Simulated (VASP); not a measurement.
# ZrB (Fm-3m) in VASP: further runs

The runs below take ZrB through relaxation of cell and atoms, single point, with PBE+D3(BJ), PBE+D4, r2SCAN, PBEsol.

Program: VASP 6.6.1. These are calculated values, not measurements. Logs are shortened: lines on timing, memory, paths and dates and some standing lists are left out, and cuts for length are marked.

### 1 The cell of the first run

It takes space group Fm-3m (No. 225, cubic). The conventional cell has a = 4.650 Å, b = 4.650 Å, c = 4.650 Å, α = 90.00°, β = 90.00°, γ = 90.00°. Zr (site symmetry m-3m) has 6 B at 2.33 Å within 3.1 Å. B (site symmetry m-3m) has 6 Zr at 2.33 Å within 3.1 Å.

### 2 Relaxation of cell and atoms, PBE+D3(BJ)

INCAR

```
SYSTEM = ZrB
PREC = Accurate
ENCUT = 600
EDIFF = 1E-6
ISMEAR = -1
SIGMA = 0.05
LREAL = .FALSE.
LASPH = .TRUE.
NELM = 80
ALGO = Normal
ISIF = 3
LWAVE = .FALSE.
LCHARG = .FALSE.
GGA = PE
IVDW = 12
IBRION = 2
NSW = 60
EDIFFG = -0.01
```

KPOINTS

```
Automatic mesh
0
G
  10 10 10
  0 0 0
```

POSCAR

```
ZrB
1.0
    0.0000000000      2.3250000000      2.3250000000
    2.3250000000      0.0000000000      2.3250000000
    2.3250000000      2.3250000000      0.0000000000
Zr B
1 1
Direct
    0.0000000000      0.0000000000      0.0000000000
    0.5000000000      0.5000000000      0.5000000000
```

Potentials or basis: VASP PAW PBE potentials, release 64 (Zr_sv, B).

Started as:

```sh
$ cat potpaw_PBE.64/Zr_sv/POTCAR potpaw_PBE.64/B/POTCAR > POTCAR
$ mpirun -np 1 vasp_std > vasp.out
```

OUTCAR:

```text
SYSTEM = ZrB
   PREC = Accurate
   ENCUT = 600
   EDIFF = 1E-6
   ISMEAR = -1
   LREAL = .FALSE.
   LASPH = .TRUE.
   NELM = 80
   ISIF = 3
   GGA = PE
   IVDW = 12
   IBRION = 2
   NSW = 60
   EDIFFG = -0.01
 IVDW          = 12

 ion  position               nearest neighbor table
   1  0.000  0.000  0.000-   2 2.33   2 2.33   2 2.33   2 2.33   2 2.33   2 2.33
   2  0.500  0.500  0.500-   1 2.33   1 2.33   1 2.33   1 2.33   1 2.33   1 2.33

  LATTYP: Found a face centered cubic cell.
 ALAT       =     4.6500000000

  Lattice vectors:

 A1 = (   0.0000000000,   2.3250000000,   2.3250000000)
 A2 = (   2.3250000000,   0.0000000000,   2.3250000000)
 A3 = (   2.3250000000,   2.3250000000,   0.0000000000)

Analysis of symmetry for initial positions (statically):
=====================================================================
 Subroutine PRICEL returns:
 Original cell was already a primitive cell.

 Routine SETGRP: Setting up the symmetry group for a
 face centered cubic supercell.

 Subroutine GETGRP returns: Found 48 space group operations
 (whereof 48 operations were pure point group operations)
 out of a pool of 48 trial point group operations.

The static configuration has the point symmetry O_h .

Analysis of symmetry for dynamics (positions and initial velocities):
=====================================================================
 Subroutine PRICEL returns:
 Original cell was already a primitive cell.

 Routine SETGRP: Setting up the symmetry group for a
 face centered cubic supercell.

 Subroutine GETGRP returns: Found 48 space group operations
 (whereof 48 operations were pure point group operations)
 out of a pool of 48 trial point group operations.

The dynamic configuration has the point symmetry O_h .

 Subroutine INISYM returns: Found 48 space group operations
 (whereof 48 operations are pure point group operations),
 and found     1 'primitive' translations

----------------------------------------------------------------------------------------

                                     Primitive cell

  volume of cell :      25.1362

  direct lattice vectors                    reciprocal lattice vectors
     0.000000000  2.325000000  2.325000000    -0.215053763  0.215053763  0.215053763
     2.325000000  0.000000000  2.325000000     0.215053763 -0.215053763  0.215053763
     2.325000000  2.325000000  0.000000000     0.215053763  0.215053763 -0.215053763

  length of vectors
     3.288046533  3.288046533  3.288046533     0.372484045  0.372484045  0.372484045

  position of ions in fractional coordinates (direct lattice)
     0.000000000  0.000000000  0.000000000
     0.500000000  0.500000000  0.500000000

  ion indices of the primitive-cell ions
   primitive index   ion index
                 1           1
                 2           2

----------------------------------------------------------------------------------------

 KPOINTS: Automatic mesh

Automatic generation of k-mesh.
 Grid dimensions read from file:
 generate k-points for:   10   10   10

 Generating k-lattice:

  Cartesian coordinates                     Fractional coordinates (reciprocal lattice)
    -0.021505376  0.021505376  0.021505376     0.100000000  0.000000000  0.000000000
     0.021505376 -0.021505376  0.021505376     0.000000000  0.100000000  0.000000000
     0.021505376  0.021505376 -0.021505376     0.000000000  0.000000000  0.100000000

  Length of vectors
     0.037248404  0.037248404  0.037248404

  Shift w.r.t. Gamma in fractional coordinates (k-lattice)
     0.000000000  0.000000000  0.000000000

 Subroutine IBZKPT returns following result:
 ===========================================

 Found     47 irreducible k-points:

 Following reciprocal coordinates:
            Coordinates               Weight
  0.000000  0.000000  0.000000      1.000000
  0.100000  0.000000  0.000000      8.000000
  0.200000  0.000000  0.000000      8.000000
  0.300000  0.000000  0.000000      8.000000
  0.400000  0.000000  0.000000      8.000000
  0.500000  0.000000  0.000000      4.000000
[... 16 lines left out ...]
  0.300000  0.300000  0.000000      6.000000
  0.400000  0.300000  0.000000     24.000000
 [... further k-points ...]
   k-points           NKPTS =     47   k-points in BZ     NKDIM =     47   number of bands    NBANDS=     11
   number of dos      NEDOS =    301   number of ions     NIONS =      2
   total plane-waves  NPLWV =  21952
   dimension x,y,z NGX =    28 NGY =   28 NGZ =   28
   dimension x,y,z NGXF=    56 NGYF=   56 NGZF=   56
   ions per type =               1   1
   NGX,Y,Z   is equivalent  to a cutoff of  14.16, 14.16, 14.16 a.u.
   NGXF,Y,Z  is equivalent  to a cutoff of  28.31, 28.31, 28.31 a.u.
 SYSTEM =  ZrB
   PREC   = accura    normal or accurate (medium, high low for compatibility)
   ISTART =      0    job   : 0-new  1-cont  2-samecut
   ICHARG =      2    charge: 1-file 2-atom 10-const
   ISPIN  =      1    spin polarized calculation?
   LNONCOLLINEAR =      F non collinear calculations
   LSORBIT =      F    spin-orbit coupling
   LASPH  =      T    aspherical Exc in radial PAW
   ENCUT  =  600.0 eV  44.10 Ry    6.64 a.u.   6.57  6.57  6.57*2*pi/ulx,y,z
   NELM   =     80;   NELMIN=  2; NELMDL= -5     # of ELM steps
   EDIFF  = 0.1E-05   stopping-criterion for ELM
   LREAL  =      F    real-space projection
   EDIFFG = -.1E-01   stopping-criterion for IOM
   NSW    =     60    number of steps for IOM
   IBRION =      2    ionic relax: 0-MD 1-quasi-New 2-CG
   NFREE  =      1    steps in history (QN), initial steepest desc. (CG)
   ISIF   =      3    stress and relaxation
   ISYM   =      2    0-nonsym 1-usesym 2-fastsym
   POTIM  = 0.5000    time-step for ionic-motion
   TEBEG  =    0.0;   TEEND  =   0.0 temperature during run
   PSTRESS=    0.0 pullay stress
   NELECT =      15.0000    total number of electrons
   NUPDOWN=      -1.0000    fix difference up-down
   EMIN   =  10.00;   EMAX   =-10.00  energy-range for DOS
   EFERMI =   0.00;   METHOD = LEGACY
   ISMEAR =    -1;   SIGMA  =   0.05  broadening in eV -4-tet -1-fermi 0-gaus
   EFERMI_NEDOS =   21; number of points for ismear=-14 and -15
   IALGO  =     38    algorithm
   IMIX   =      4    mixing-type and parameters
     AMIX     =   0.40;   BMIX     =  1.00
     AMIX_MAG =   1.60;   BMIX_MAG =  1.00
  volume/ion in A,a.u.               =      12.57        84.81
  Fermi-wavevector in a.u.,A,eV,Ry     =   1.378285  2.604581 25.846565  1.899669
  Thomas-Fermi vector in A             =   2.503360
   LORBIT       =      0    0 simple, 1 ext, 2 COOP (PROOUT), +10 PAW based schemes
   GGA     = PE    functional components
   LHFCALC =     F    Hartree Fock is set to
   AEXX    =    0.0000 exact exchange contribution
   IVDW    =    12    specifies the selected vdW correction
   LEPSILON=     F    determine dielectric tensor
   LRPA    =     F    only Hartree local field effects (RPA)
 conjugate gradient relaxation of ions
 non-spin polarized calculation
  energy-cutoff  :      600.00
  volume of cell :       25.14
 maximum number of plane-waves:       869
 NGX is ok and might be reduce to    28
   NGX = 13   NGY = 13   NGZ = 13

--------------------------------------- Ionic step        1  -------------------------------------------

 number of electron      15.0000000 magnetization

 Free energy of the ion-electron system (eV)
  ---------------------------------------------------
  ext. energy  EPLUGINS =         0.00000000
  ---------------------------------------------------
  free energy    TOTEN  =       -15.58828711 eV

  energy without entropy =      -15.57960156  energy(sigma->0) =      -15.58394433

------------------------ aborting loop because EDIFF is reached ----------------------------------------

 Edisp (eV)   -0.90109

 E8    (eV) :    -0.4212

  FORCE on cell =-STRESS in cart. coord.  units (eV):
  Direction    XX          YY          ZZ          XY          YZ          ZX
  --------------------------------------------------------------------------------------
  -------------------------------------------------------------------------------------
  Total       4.51523     4.51523     4.51523    -0.00000     0.00000     0.00000
  in kB     287.80075   287.80075   287.80075    -0.00000     0.00000     0.00000
  external pressure =      287.80 kB  Pullay stress =        0.00 kB
[... 97 lines left out ...]
  FREE ENERGIE OF THE ION-ELECTRON SYSTEM (eV)
  ---------------------------------------------------
  free  energy   TOTEN  =       -16.7769839440 eV

  energy  without entropy=      -16.7650173367  energy(sigma->0) =      -16.77100064

[... ionic steps 4 to 14 ...]

--------------------------------------- Ionic step       15  -------------------------------------------

 number of electron      15.0000000 magnetization

------------------------ aborting loop because EDIFF is reached ----------------------------------------

 Edisp (eV)   -0.78580

 E8    (eV) :    -0.3667
[... 69 lines left out ...]
  energy  without entropy=      -16.7655608204  energy(sigma->0) =      -16.77146956

--------------------------------------- Ionic step       17  -------------------------------------------

 number of electron      15.0000000 magnetization

 Free energy of the ion-electron system (eV)
  ---------------------------------------------------
  ext. energy  EPLUGINS =         0.00000000
  ---------------------------------------------------
  free energy    TOTEN  =       -15.99248361 eV

  energy without entropy =      -15.98064753  energy(sigma->0) =      -15.98656557

 E-fermi :   7.6945     XC(G=0): -11.5982

 val. band max:        7.6859608470   @ k =  -0.2000   0.1000   0.0000
 cond. band min:       7.7045497156   @ k =   0.3000   0.2000   0.1000
 fundamental gap:      0.0185888687
 Fermi energy:         7.6945251840

 k-point     1 :       0.0000    0.0000    0.0000
  band No.  band energies     occupation
      1     -39.6570      2.00000
      2     -17.4733      2.00000
      3     -17.4733      2.00000
      4     -17.4733      2.00000
      5      -0.3948      2.00000
      6       9.4820      0.00000
      7       9.4820      0.00000
      8       9.4820      0.00000
      9      10.9354      0.00000
     10      10.9354      0.00000
     11      11.1901      0.00000
[... 309 lines left out ...]
 k-point    24 :       0.4000    0.3000    0.0000
  band No.  band energies     occupation
      1     -39.5868      2.00000
      2     -17.9111      2.00000
      3     -17.6507      2.00000
      4     -17.6323      2.00000
      5       1.7112      2.00000
      6       5.9912      2.00000
      7       7.1273      1.99998
      8       8.8526      0.00000
      9       9.5801      0.00000
     10      12.5448      0.00000
     11      13.9116      0.00000

 [... further k-points ...]

------------------------ aborting loop because EDIFF is reached ----------------------------------------

 Edisp (eV)   -0.78491

 E8    (eV) :    -0.3662

  FORCE on cell =-STRESS in cart. coord.  units (eV):
  Direction    XX          YY          ZZ          XY          YZ          ZX
  --------------------------------------------------------------------------------------
  -------------------------------------------------------------------------------------
  Total       0.01819     0.01819     0.01819     0.00000     0.00000    -0.00000
  in kB       1.01517     1.01517     1.01517     0.00000     0.00000    -0.00000
  external pressure =        1.02 kB  Pullay stress =        0.00 kB
[... 17 lines left out ...]
  FREE ENERGIE OF THE ION-ELECTRON SYSTEM (eV)
  ---------------------------------------------------
  free  energy   TOTEN  =       -16.7773917360 eV

  energy  without entropy=      -16.7655556640  energy(sigma->0) =      -16.77147370

 reached required accuracy - stopping structural energy minimisation
```

Wall time 73 s (1 thread of Intel Xeon 6975P-C (Granite Rapids), shared host); peak memory 0.18 GiB.

What came out:

* Free energy: -16.7774 eV
* Relaxed volume: 14.35 Å³/atom
* Relaxed cell: a = 3.437 Å, b = 3.437 Å, c = 3.437 Å, α = 60.00°, β = 60.00°, γ = 60.00°
* Space group after relaxing (to 0.05 Å): Fm-3m (No. 225)
* Energy gained by relaxing: 144.0 meV/atom
* Ionic steps: 17
* Pressure after relaxing: 0.1 GPa
* Dispersion energy per atom: -0.392 eV

Step by step:
| step | energy change (eV) | largest force (eV/Å) | pressure (GPa) | volume (Å³) |
| --- | --- | --- | --- | --- |
| 1 | 0.0000 | 0.0000 | 28.78 | 25.14 |
| 2 | 0.1316 | 0.0000 | -20.87 | 34.28 |
| 3 | -0.2876 | 0.0000 | -0.86 | 28.86 |
| 4 | -0.2880 | 0.0000 | -0.11 | 28.73 |
| 5 | -0.2880 | 0.0000 | 0.32 | 28.65 |
| 6 | -0.2880 | 0.0000 | 0.34 | 28.66 |
| 7 | -0.2880 | 0.0000 | 0.31 | 28.66 |
| 8 | -0.2880 | 0.0000 | 0.30 | 28.66 |
| 9 | -0.2880 | 0.0000 | 0.29 | 28.66 |
| 10 | -0.2880 | 0.0000 | 0.29 | 28.66 |
| 11 | -0.2880 | 0.0000 | 0.29 | 28.66 |
| 12 | -0.2880 | 0.0000 | 0.29 | 28.66 |
| 13 | -0.2880 | 0.0000 | 0.30 | 28.66 |
| 14 | -0.2880 | 0.0000 | 0.30 | 28.67 |
| 15 | -0.2880 | 0.0000 | 0.25 | 28.67 |
| 16 | -0.2880 | 0.0000 | 0.20 | 28.68 |
| 17 | -0.2880 | 0.0000 | 0.10 | 28.70 |

Final structure:
```
CELL_PARAMETERS angstrom
0.00000 2.43012 2.43012
2.43012 0.00000 2.43012
2.43012 2.43012 0.00000
ATOMIC_POSITIONS crystal
Zr 0.00000 0.00000 0.00000
B 0.50000 0.50000 0.50000
```

Caveat: the volume moved by +14 % from the deposited cell, more than functionals usually miss; pairwise dispersion overbinds metals, which lowers pressure and volume. Zero-point motion and thermal expansion aren't in these numbers.

### 3 Relaxation of cell and atoms, PBE+D4

INCAR, as its differences from that of step 2:

```diff
@@ -14,3 +14,3 @@
 GGA = PE
-IVDW = 12
+IVDW = 13
 IBRION = 2
```

KPOINTS is that of step 2.

POSCAR is that of step 2.

Potentials or basis: VASP PAW PBE potentials, release 64 (Zr_sv, B).

Started as:

```sh
$ cat potpaw_PBE.64/Zr_sv/POTCAR potpaw_PBE.64/B/POTCAR > POTCAR
$ mpirun -np 1 vasp_std > vasp.out
```

Run time: 2 min. Hardware: 1 thread of Intel Xeon 6975P-C (Granite Rapids), shared host; peak memory 0.18 GiB.

The run converged. Its results:

* Free energy: -16.5420 eV
* Relaxed volume: 14.45 Å³/atom
* Relaxed cell: a = 3.445 Å, b = 3.445 Å, c = 3.445 Å, α = 60.00°, β = 60.00°, γ = 60.00°
* Space group after relaxing (to 0.05 Å): Fm-3m (No. 225)
* Energy gained by relaxing: 158.2 meV/atom
* Ionic steps: 19
* Pressure after relaxing: 0.0 GPa
* Dispersion energy per atom: -0.272 eV

The path:
```csv
step,energy change (eV),largest force (eV/Å),pressure (GPa),volume (Å³)
1,0.0000,0.0000,30.23,25.14
2,0.1394,0.0000,-21.25,34.79
3,-0.3160,0.0000,-0.93,29.06
4,-0.3164,0.0000,-0.13,28.92
5,-0.3164,0.0000,0.32,28.84
6,-0.3164,0.0000,0.34,28.84
7,-0.3164,0.0000,0.31,28.84
8,-0.3164,0.0000,0.30,28.84
9,-0.3164,0.0000,0.30,28.84
10,-0.3164,0.0000,0.30,28.84
11,-0.3164,0.0000,0.30,28.84
12,-0.3164,0.0000,0.30,28.84
13,-0.3164,0.0000,0.30,28.85
14,-0.3164,0.0000,0.31,28.85
15,-0.3164,0.0000,0.25,28.85
16,-0.3164,0.0000,0.21,28.86
17,-0.3164,0.0000,0.12,28.88
18,-0.3164,0.0000,-0.16,28.92
19,-0.3165,0.0000,-0.03,28.90
```

Final structure:
```xyz
2
Lattice="0.0000 2.4357 2.4357 2.4357 0.0000 2.4357 2.4357 2.4357 0.0000" Properties=species:S:1:pos:R:3 pbc="T T T"
Zr    0.0000    0.0000    0.0000
B     2.4357    2.4357    2.4357
```

Levels at points of the mesh, in eV from the Fermi level:
| k point | band 6 | band 7 | band 8 | band 9 | band 10 | band 11 |
| --- | --- | --- | --- | --- | --- | --- |
| (0.00, 0.00, 0.00) | 1.78 | 1.78 | 1.78 | 3.22 | 3.22 | 3.48 |
| (0.50, 0.00, 0.00) | -3.84 | -1.18 | -1.18 | 4.94 | 4.94 | 6.24 |
| (0.50, 0.50, 0.00) | -0.80 | -0.74 | 2.11 | 2.11 | 4.67 | 5.88 |

Caveat: the volume moved by +15 % from the deposited cell, more than functionals usually miss; pairwise dispersion overbinds metals, which lowers pressure and volume.

### 4 Single point, r2SCAN, non-collinear spin, zero start, spin-orbit coupling

POSCAR is that of step 3.

INCAR.step1

```
SYSTEM = ZrB
ALGO = Normal
EDIFF = 1E-4
ENCUT = 520
GGA = PE
GGA_COMPAT = .False.
ISMEAR = -1
LASPH = .True.
LCHARG = .False.
LMAXMIX = 4
LREAL = .False.
LSORBIT = .True.
LWAVE = .True.
MAGMOM = 0 0 0 0 0 0
NBANDS = 27
NELM = 150
PREC = Accurate
SIGMA = 0.05
```

INCAR.step2

```
SYSTEM = ZrB
ALGO = Normal
EDIFF = 1E-6
ENCUT = 520
GGA_COMPAT = .False.
ISIF = 2
ISMEAR = -1
ISTART = 1
LASPH = .True.
LCHARG = .False.
LMAXMIX = 4
LMIXTAU = .True.
LORBIT = 11
LORBMOM = .True.
LREAL = .False.
LSORBIT = .True.
LWAVE = .False.
MAGMOM = 0 0 0 0 0 0
METAGGA = R2SCAN
NBANDS = 27
NELM = 150
PREC = Accurate
SIGMA = 0.05
```

KPOINTS

```
k-points
0
Gamma
  7 7 7
  0 0 0
```

Started as:

```sh
$ cat potpaw_PBE.64/Zr_sv/POTCAR potpaw_PBE.64/B/POTCAR > POTCAR
$ cp INCAR.step1 INCAR
$ mpirun -np 1 vasp_ncl > vasp.out
$ cp INCAR.step2 INCAR
$ mpirun -np 1 vasp_ncl > vasp.out
```

It took 94 s on 1 thread of Intel Xeon 6975P-C (Granite Rapids), shared host; peak memory 0.21 GiB.

It converged, with:

```
Free energy                                           : -30.5873 eV
Pressure                                              : 36.6 GPa
Net moment                                            : 0.00 μB per cell
Valence electrons inside the program's atomic spheres : Zr 10.07; B 1.95
```

Moments on the atoms (μB; x, y, z):
```
Zr  0.00 0.00 0.00
B   0.00 0.00 0.00
```

Caveat: the PAW data sets were made with another functional, which shifts forces and pressure a little.

(Continued in part 2 of 2.)
